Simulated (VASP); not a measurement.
Set up this calculation in VASP 6.6.1, as the native input.

- Task: single point
- Functional: revPBE
- Dispersion: D3(BJ)
- Potentials or basis: VASP PAW PBE potentials, release 64 (Rb_sv)
- Cutoff: 520 eV
- k mesh: 7 × 7 × 7
- Occupations: fermi-dirac, width 0.05 eV
- Spin: no spin polarisation
- Dipole correction: no
- Further INCAR settings: ALGO = Normal; EDIFF = 1e-06; NBANDS = 10

The structure of Rb lies in POSCAR:

```
Rb
1.0
   -2.8186849424      2.8186849424      2.8186849424
    2.8186849424     -2.8186849424      2.8186849424
    2.8186849424      2.8186849424     -2.8186849424
Rb
1
Direct
    0.0000000000      0.0000000000      0.0000000000
```

The input as run:

INCAR

```
SYSTEM = Rb
PREC     = Accurate       ! precision mode
ENCUT    = 520            ! plane-wave cutoff, eV
EDIFF    = 1E-6           ! SCF threshold, eV
ISMEAR   = -1             ! smearing method
SIGMA    = 0.05           ! smearing width, eV
LREAL    = .False.        ! projectors in reciprocal space
LASPH    = .True.         ! aspherical terms in the spheres
NELM     = 100            ! most SCF steps
ALGO     = Normal         ! electronic algorithm
ISIF     = 2              ! what is computed and relaxed
LWAVE    = .False.        ! write WAVECAR
LCHARG   = .False.        ! write CHGCAR
GGA      = RE             ! functional
IVDW     = 12             ! dispersion correction
NBANDS   = 10             ! bands
```

KPOINTS

```
regular mesh
0
Gamma
  7 7 7
  0 0 0
```

Potentials or basis: VASP PAW PBE potentials, release 64 (Rb_sv).

Launch:

```console
$ cat potpaw_PBE.64/Rb_sv/POTCAR > POTCAR
$ mpirun -np 1 vasp_std > vasp.out
```

Results of the run:

| Item | Value |
| --- | --- |
| Pressure | 0.0 GPa |
| Dispersion energy per atom | -0.172 eV |

Caveat: the PAW data sets were made with another functional, which shifts forces and pressure a little; pairwise dispersion overbinds metals, which lowers pressure and volume.

It took 9.4 s on 1 thread of Intel(R) Xeon(R) Platinum 8488C (Sapphire Rapids), with other jobs on the host, peak memory 0.2 GiB.
